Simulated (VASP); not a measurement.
# ZrN (Fm-3m) in VASP: settings compared, part 3 of 3

VASP 6.6.1. Earlier steps stand in the parts before.

## (5) Single point, PBEsol+D3(BJ)

This run uses another cell than the first one, of 11.92 Å³/atom.

Contents of INCAR:

```
SYSTEM = ZrN
ALGO = Normal ; EDIFF = 1E-6
ENCUT = 600 ; GGA = PS
GGA_COMPAT = .FALSE. ; ISIF = 2
ISMEAR = 0 ; IVDW = 12
LASPH = .TRUE. ; LCHARG = .FALSE.
LREAL = .FALSE. ; LWAVE = .FALSE.
NBANDS = 16 ; NELM = 120
PREC = Accurate ; SIGMA = 0.05
```

Contents of KPOINTS:

```
k-points
0
G
  8 8 8
  0 0 0
```

Contents of POSCAR:

```
ZrN
1.0
    0.0000000000      2.2842273067      2.2842273067
    2.2842273067      0.0000000000      2.2842273067
    2.2842273067      2.2842273067      0.0000000000
Zr N
1 1
Direct
    0.5000000000      0.5000000000      0.5000000000
    0.0000000000      0.0000000000      0.0000000000
```

Potentials or basis: VASP PAW PBE potentials, release 64 (Zr_sv, N).

The run is started by

```
> cat potpaw_PBE.64/Zr_sv/POTCAR potpaw_PBE.64/N/POTCAR > POTCAR
> mpirun -np 1 vasp_std > vasp.out
```

OUTCAR:

```text
SYSTEM = ZrN
   EDIFF = 1E-6
   ENCUT = 600
   GGA = PS
   ISIF = 2
   ISMEAR = 0
   IVDW = 12
   LASPH = .TRUE.
   LREAL = .FALSE.
   NELM = 120
   PREC = Accurate
 IVDW          = 12

 ion  position               nearest neighbor table
   1  0.500  0.500  0.500-   2 2.28   2 2.28   2 2.28   2 2.28   2 2.28   2 2.28
   2  0.000  0.000  0.000-   1 2.28   1 2.28   1 2.28   1 2.28   1 2.28   1 2.28

  LATTYP: Found a face centered cubic cell.
 ALAT       =     4.5684546134

  Lattice vectors:

 A1 = (   0.0000000000,   2.2842273067,   2.2842273067)
 A2 = (   2.2842273067,   0.0000000000,   2.2842273067)
 A3 = (   2.2842273067,   2.2842273067,   0.0000000000)

Analysis of symmetry for initial positions (statically):
=====================================================================
 Subroutine PRICEL returns:
 Original cell was already a primitive cell.

 Routine SETGRP: Setting up the symmetry group for a
 face centered cubic supercell.

 Subroutine GETGRP returns: Found 48 space group operations
 (whereof 48 operations were pure point group operations)
 out of a pool of 48 trial point group operations.

The static configuration has the point symmetry O_h .

Analysis of symmetry for dynamics (positions and initial velocities):
=====================================================================
 Subroutine PRICEL returns:
 Original cell was already a primitive cell.

 Routine SETGRP: Setting up the symmetry group for a
 face centered cubic supercell.

 Subroutine GETGRP returns: Found 48 space group operations
 (whereof 48 operations were pure point group operations)
 out of a pool of 48 trial point group operations.

The dynamic configuration has the point symmetry O_h .

 Subroutine INISYM returns: Found 48 space group operations
 (whereof 48 operations are pure point group operations),
 and found     1 'primitive' translations

----------------------------------------------------------------------------------------

                                     Primitive cell

[... 112 lines left out ...]
  Fermi-wavevector in a.u.,A,eV,Ry     =   1.462655  2.764017 29.107744  2.139359
  Thomas-Fermi vector in A             =   2.578842
   LORBIT       =      0    0 simple, 1 ext, 2 COOP (PROOUT), +10 PAW based schemes
   GGA     = PS    functional components
   LHFCALC =     F    Hartree Fock is set to
   AEXX    =    0.0000 exact exchange contribution
   IVDW    =    12    specifies the selected vdW correction
   LEPSILON=     F    determine dielectric tensor
   LRPA    =     F    only Hartree local field effects (RPA)
 non-spin polarized calculation
 Gauss-broadening in eV      SIGMA  =   0.05
  energy-cutoff  :      600.00
  volume of cell :       23.84
 maximum number of plane-waves:       821
 NGX is ok and might be reduce to    28
   NGX = 13   NGY = 13   NGZ = 13

 number of electron      17.0000000 magnetization

 Free energy of the ion-electron system (eV)
  ---------------------------------------------------
  ext. energy  EPLUGINS =         0.00000000
  ---------------------------------------------------
  free energy    TOTEN  =       -21.53202406 eV

  energy without entropy =      -21.53016728  energy(sigma->0) =      -21.53109567

 E-fermi :  11.9486     XC(G=0): -12.7364

 val. band max:       11.9038691102   @ k =   0.1250   0.0000   0.0000
 cond. band min:      11.9752668866   @ k =   0.3750   0.1250   0.0000
 fundamental gap:      0.0713977764
 Fermi energy:        11.9485746948

 k-point     1 :       0.0000    0.0000    0.0000
  band No.  band energies     occupation
      1     -37.4735      2.00000
      2     -15.1106      2.00000
      3     -15.1106      2.00000
      4     -15.1106      2.00000
      5      -4.2817      2.00000
      6       9.3240      2.00000
[... 433 lines left out ...]
      3     -15.5088      2.00000
      4     -15.3129      2.00000
      5      -2.5862      2.00000
      6       5.2558      2.00000
[... 8 lines left out ...]
     15      23.7461      0.00000
     16      25.0304      0.00000

 [... further k-points ...]

------------------------ aborting loop because EDIFF is reached ----------------------------------------

 Edisp (eV)   -0.84367

 E8    (eV) :    -0.5811

  FORCE on cell =-STRESS in cart. coord.  units (eV):
  Direction    XX          YY          ZZ          XY          YZ          ZX
  --------------------------------------------------------------------------------------
  -------------------------------------------------------------------------------------
  Total      -1.20333    -1.20333    -1.20333     0.00000     0.00000     0.00000
  in kB     -80.88124   -80.88124   -80.88124     0.00000     0.00000     0.00000
  external pressure =      -80.88 kB  Pullay stress =        0.00 kB

 VOLUME and BASIS-vectors are now :
 -----------------------------------------------------------------------------
  energy-cutoff  :      600.00
  volume of cell :       23.84
      direct lattice vectors                 reciprocal lattice vectors
     0.000000000  2.284227307  2.284227307    -0.218892401  0.218892401  0.218892401
     2.284227307  0.000000000  2.284227307     0.218892401 -0.218892401  0.218892401
     2.284227307  2.284227307  0.000000000     0.218892401  0.218892401 -0.218892401

 POSITION                                       TOTAL-FORCE (eV/Angst)
 -----------------------------------------------------------------------------------
      2.28423      2.28423      2.28423        -0.000000     -0.000000     -0.000000
      0.00000      0.00000      0.00000         0.000000      0.000000      0.000000
 -----------------------------------------------------------------------------------
    total drift:                                0.000000      0.000000      0.000000

  FREE ENERGIE OF THE ION-ELECTRON SYSTEM (eV)
  ---------------------------------------------------
  free  energy   TOTEN  =       -22.3756924306 eV

  energy  without entropy=      -22.3738356448  energy(sigma->0) =      -22.37476404
```

OSZICAR:

```text
N       E                     dE             d eps       ncg     rms          rms(c)
DAV:   1     0.118705278271E+03    0.11871E+03   -0.96288E+03   928   0.117E+03
DAV:   2    -0.184099201150E+02   -0.13712E+03   -0.12846E+03  1216   0.321E+02
DAV:   3    -0.246127676285E+02   -0.62028E+01   -0.61652E+01  1512   0.623E+01
DAV:   4    -0.247626948622E+02   -0.14993E+00   -0.14988E+00  1104   0.669E+00
DAV:   5    -0.247636634707E+02   -0.96861E-03   -0.96859E-03  1272   0.531E-01    0.228E+01
DAV:   6    -0.217004401852E+02    0.30632E+01   -0.64487E+00  1072   0.250E+01    0.900E+00
DAV:   7    -0.215699910609E+02    0.13045E+00   -0.47133E-01  1152   0.643E+00    0.710E+00
DAV:   8    -0.215437919418E+02    0.26199E-01   -0.21871E-01  1168   0.418E+00    0.335E+00
DAV:   9    -0.215326669174E+02    0.11125E-01   -0.43255E-02   992   0.197E+00    0.121E+00
DAV:  10    -0.215320603752E+02    0.60654E-03   -0.26885E-03  1048   0.535E-01    0.153E-01
DAV:  11    -0.215320297361E+02    0.30639E-04   -0.82357E-05  1184   0.783E-02    0.749E-02
DAV:  12    -0.215320243288E+02    0.54073E-05   -0.96040E-06  1112   0.276E-02    0.372E-03
DAV:  13    -0.215320240615E+02    0.26731E-06   -0.20479E-07   656   0.513E-03
   1 F= -.22375692E+02 E0= -.22374764E+02  d E =-.185679E-02
```

stdout:

```text
POSCAR found type information on POSCAR ZrN
 POSCAR found :  2 types and       2 ions
 scaLAPACK will be used
 -----------------------------------------------------------------------------
|                                                                             |
|                                                                             |
|     You enforced a specific xc type in the INCAR file but a different       |
|     I HOPE YOU KNOW WHAT YOU ARE DOING!                                     |
|                                                                             |
 -----------------------------------------------------------------------------

 LDA part: xc-table for (Slater+PW92), standard interpolation
 POSCAR, INCAR and KPOINTS ok, starting setup
 FFT: planning ... GRIDC
 FFT: planning ... GRID_SOFT
 FFT: planning ... GRID
 WAVECAR not read
 entering main loop
```

Wall time 19 s (1 thread of AMD EPYC 7R43 (Zen 3), shared host); peak memory 0.13 GiB.

Results:

```
Free energy                : -22.3757 eV
Pressure                   : -8.1 GPa
Band gap on the k mesh     : zero (an odd number of electrons rules out a gap without spin polarisation)
Dispersion energy per atom : -0.422 eV
```

Caveat: the cell stands under tension; the PAW data sets were made with another functional, which shifts forces and pressure a little.

## (6) Single point, PBEsol+D3(BJ) (11.55 Å³/atom)

This run uses another cell than the first one, of 11.55 Å³/atom.

Contents of INCAR:

```
SYSTEM = ZrN
ALGO     = Normal         ! electronic algorithm
EDIFF    = 1E-6           ! SCF threshold, eV
ENCUT    = 600            ! plane-wave cutoff, eV
GGA      = PS             ! functional
GGA_COMPAT= .FALSE.      
ISIF     = 2              ! what is computed and relaxed
ISMEAR   = 0              ! smearing method
IVDW     = 12             ! dispersion correction
LASPH    = .TRUE.         ! aspherical terms in the spheres
LCHARG   = .FALSE.        ! write CHGCAR
LREAL    = .FALSE.        ! projectors in reciprocal space
LWAVE    = .FALSE.        ! write WAVECAR
NBANDS   = 16             ! bands
NELM     = 120            ! most SCF steps
PREC     = Accurate       ! precision mode
SIGMA    = 0.05           ! smearing width, eV
```

KPOINTS is that of step 5.

Contents of POSCAR:

```
ZrN
1.0
    0.0000000000      2.2602388087      2.2602388087
    2.2602388087      0.0000000000      2.2602388087
    2.2602388087      2.2602388087      0.0000000000
Zr N
1 1
Direct
    0.5000000000      0.5000000000      0.5000000000
    0.0000000000      0.0000000000      0.0000000000
```

Potentials or basis: VASP PAW PBE potentials, release 64 (Zr_sv, N).

The run is started by

```
> cat potpaw_PBE.64/Zr_sv/POTCAR potpaw_PBE.64/N/POTCAR > POTCAR
> mpirun -np 1 vasp_std > vasp.out
```

It took 22 s on 1 thread of AMD EPYC 7R43 (Zen 3), shared host; peak memory 0.14 GiB.

Results (log left out):

| Item | Value |
| --- | --- |
| Free energy | -22.3929 eV |
| Pressure | 0.3 GPa |
| Band gap on the k mesh | zero (an odd number of electrons rules out a gap without spin polarisation) |
| Dispersion energy per atom | -0.436 eV |

Levels at points of the mesh, in eV from the Fermi level:
```tsv
k point	band 6	band 7	band 8	band 9	band 10	band 11	band 12	band 13
(0.00, 0.00, 0.00)	-2.67	-2.67	-2.67	-0.44	-0.44	-0.44	1.67	1.67
(0.50, 0.00, 0.00)	-7.89	-5.89	-5.89	3.25	3.31	3.31	4.91	8.25
(0.50, 0.50, 0.00)	-4.50	-3.70	-3.13	-3.13	3.59	4.88	4.88	5.46
```

Caveat: the PAW data sets were made with another functional, which shifts forces and pressure a little.

## (7) Summary

| level | cell | gap on the mesh (eV) | pressure (GPa) |
| --- | --- | --- | --- |
| RPBE | a = 3.267 Å, angles 60.0°, 2 atoms | none | 0.2 |
| RPBE | a = 3.245 Å, angles 60.0°, 2 atoms | none | 5.2 |
| RPBE | a = 3.223 Å, angles 60.0°, 2 atoms | none | 10.8 |
| PBEsol+D3(BJ) | a = 3.230 Å, angles 60.0°, 2 atoms | none | -8.1 |
| PBEsol+D3(BJ) | a = 3.196 Å, angles 60.0°, 2 atoms | none | 0.3 |

Alike in all rows: task single point; potentials or basis VASP PAW PBE potentials, release 64 (Zr_sv, N); no spin polarisation; k mesh 8 × 8 × 8; cutoff (eV) 600; smearing gaussian 0.05 eV.

Caveats: the PAW data sets were made with another functional, which shifts forces and pressure a little; the cell stands under pressure (at least some runs); the cell stands under tension (at least some runs).

Absolute energies hang on the potentials; compare differences alone.
